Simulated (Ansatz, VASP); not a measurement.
**Two plane-wave programs on Si4C**

```xyz
10
Lattice="3.0788 0.0000 0.0000 -1.5394 2.6664 0.0000 0.0000 0.0000 17.0233" Properties=species:S:1:pos:R:3 pbc="T T T"
Si    0.0000    1.7776   13.4253
Si    0.0000    1.7776    0.0000
Si    0.0000    1.7776    3.5980
Si    1.5394    0.8888   10.8913
Si    1.5394    0.8888   15.1884
Si    1.5394    0.8888    1.8349
Si    1.5394    0.8888    6.1320
Si    1.5394    0.8888    8.5116
C     0.0000    1.7776   11.5027
C     0.0000    1.7776    5.5206
```

Alike in both runs: functional PBE; k mesh 6 × 6 × 2; occupations gaussian, width 0.1 eV; no spin polarisation.

Ansatz relaxed the structure, and its values are those at the end. VASP's run is a single point on that final structure, the one shown.

|  | VASP | Ansatz |
| --- | --- | --- |
| version | VASP 6.6.1 | Ansatz 0.2.0 |
| potentials or method | VASP PAW PBE potentials, release 64 (Si, C), cutoff 520 eV | scalar-relativistic, plane waves, PAW |
| valence electrons in the cell | 40 | 40 |

|  | VASP | Ansatz | Ansatz less VASP |
| --- | --- | --- | --- |
| gap on the k mesh at the Fermi level (eV) | none | none | - |
| pressure (GPa) | -0.2 | -0.2 | +0.05 |
| rms of the force components (eV/Å) | 0.006 | 0.006 | -0.0003 |

A gap of «none» marks a metal or a gap that the smearing closes.

The k mesh is coarse, so the values compare programs but aren't converged.
